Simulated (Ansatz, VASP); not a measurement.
# Two plane-wave programs on Sb

The input POSCAR:

```
Sb
1.0
    3.0020000000      0.0000000000      0.0000000000
    0.0000000000      3.0020000000      0.0000000000
    0.0000000000      0.0000000000      3.3180000000
Sb
1
Direct
    0.0000000000      0.0000000000      0.0000000000
```

INCAR.step1

```
SYSTEM = Sb
ALGO = Normal ; EDIFF = 1E-4
ENCUT = 520 ; GGA = PE
ISMEAR = 0 ; LASPH = .True.
LCHARG = .False. ; LREAL = .False.
LWAVE = .True. ; NBANDS = 8
NELM = 60 ; PREC = Accurate
SIGMA = 0.15
```

Contents of INCAR.step2:

```
SYSTEM = Sb
ALGO = Normal ; EDIFF = 1E-6
ENCUT = 520 ; ISIF = 2
ISMEAR = 0 ; ISTART = 1
LASPH = .True. ; LCHARG = .False.
LMIXTAU = .True. ; LREAL = .False.
LWAVE = .False. ; METAGGA = R2SCAN
NBANDS = 8 ; NELM = 60
PREC = Accurate ; SIGMA = 0.15
```

The input KPOINTS:

```
k-points
0
Gamma
  16 16 16
  0 0 0
```

Input for Ansatz:

```yaml
crystal:
  lattice:
    - [3.002, 0.0, 0.0]
    - [0.0, 3.002, 0.0]
    - [0.0, 0.0, 3.318]
  atoms:
    - { symbol: Sb, position: [0.0, 0.0, 0.0] }
basis:
  ecutwfc: 500
kpoints:
  mp_grid: { grid: [16, 16, 16] }
hamiltonian:
  xc: r2scan
scf:
  occupations: { method: gaussian, width: 0.15 }
output:
  forces: true
  stress: true
  eigenvalues: true
```

Change from the starting cell: strain -0.050 along x and y, +0.050 along z, atoms carried along.

Alike in both runs: task single point; functional r2SCAN; k mesh 16 × 16 × 16; occupations gaussian, width 0.15 eV; no spin polarisation.

```csv
,VASP,Ansatz
version,VASP 6.6.1,Ansatz 0.2.0
potentials or method,"VASP PAW PBE potentials, release 64 (Sb), cutoff 520 eV","scalar-relativistic, plane waves, PAW"
valence electrons in the cell,5,15
```

|  | VASP | Ansatz | Ansatz less VASP |
| --- | --- | --- | --- |
| gap on the k mesh at the Fermi level (eV) | none | none | - |
| pressure (GPa) | 0.3 | 0.2 | -0.04 |
| traceless stress, the component that is largest in VASP (GPa) | -6.75 | -6.71 | +0.048 |

VASP's potentials were made for PBE, not for r2SCAN. A gap of «none» marks a metal or a gap that the smearing closes. With one functional, cell and mesh, what is left measures potentials, basis and numerics. VASP's potentials hold 5 valence electrons a cell and Ansatz's 15, so a difference there can come from the potentials and not from the codes.

Spin-orbit coupling is off throughout.
